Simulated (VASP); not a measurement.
Set up this calculation in VASP 6.6.1, as the native input.

| Item | Value |
| --- | --- |
| Task | single point |
| Functional | r2SCAN |
| Potentials or basis | VASP PAW PBE potentials, release 64 (As) |
| Cutoff | 550 eV |
| k mesh | 15 × 15 × 15 |
| Occupations | fermi-dirac, width 0.1 eV |
| Spin | no spin polarisation |
| Dipole correction | no |
| Further INCAR settings | ALGO = Normal; EDIFF = 1e-06; NBANDS = 8 |

Crystal: As.

```
As
1.0
    -1.69736    1.69736    1.69736
     1.69736   -1.69736    1.69736
     1.69736    1.69736   -1.69736
As
1
Direct
  0.00000 0.00000 0.00000
```

This cell differs from its parent crystal: volume scaled by 1.04.

These files were run (other wordings do the same):

POSCAR

```
As
1.0
   -1.6973587245      1.6973587245      1.6973587245
    1.6973587245     -1.6973587245      1.6973587245
    1.6973587245      1.6973587245     -1.6973587245
As
1
Direct
    0.0000000000      0.0000000000      0.0000000000
```

INCAR.step1

```
SYSTEM = As
PREC     = Accurate       ! precision mode
ENCUT    = 550            ! plane-wave cutoff, eV
ISMEAR   = -1             ! smearing method
SIGMA    = 0.1            ! smearing width, eV
LREAL    = .False.        ! projectors in reciprocal space
LASPH    = .True.         ! aspherical terms in the spheres
NELM     = 120            ! most SCF steps
NBANDS   = 8              ! bands
GGA      = PE             ! functional
ALGO     = Normal         ! electronic algorithm
EDIFF    = 1E-5           ! SCF threshold, eV
LWAVE    = .True.         ! write WAVECAR
LCHARG   = .False.        ! write CHGCAR
GGA_COMPAT= .False.
```

INCAR.step2

```
SYSTEM = As
PREC     = Accurate       ! precision mode
ENCUT    = 550            ! plane-wave cutoff, eV
EDIFF    = 1E-6           ! SCF threshold, eV
ISMEAR   = -1             ! smearing method
SIGMA    = 0.1            ! smearing width, eV
LREAL    = .False.        ! projectors in reciprocal space
LASPH    = .True.         ! aspherical terms in the spheres
NELM     = 120            ! most SCF steps
ALGO     = Normal         ! electronic algorithm
ISIF     = 2              ! what is computed and relaxed
LWAVE    = .False.        ! write WAVECAR
LCHARG   = .True.         ! write CHGCAR
METAGGA  = R2SCAN         ! meta-GGA
LMIXTAU  = .True.       
LELF     = .True.         ! ELF
LVHAR    = .True.       
NBANDS   = 8              ! bands
ISTART   = 1            
GGA_COMPAT= .False.
```

KPOINTS

```
Automatic mesh
0
Gamma
  15 15 15
  0 0 0
```

Potentials or basis: VASP PAW PBE potentials, release 64 (As).

Run with:

```sh
$ cat potpaw_PBE.64/As/POTCAR > POTCAR
$ cp INCAR.step1 INCAR
$ mpirun -np 1 vasp_std > vasp.out
$ cp INCAR.step2 INCAR
$ mpirun -np 1 vasp_std > vasp.out
```

It gave:

```json
{
  "Pressure": "-3.3 GPa"
}
```

Caveat: the PAW data sets were made with another functional, which shifts forces and pressure a little.

Wall time 36 s on 1 thread of Intel Xeon 6975P-C (shared host), peak memory 0.15 GiB.
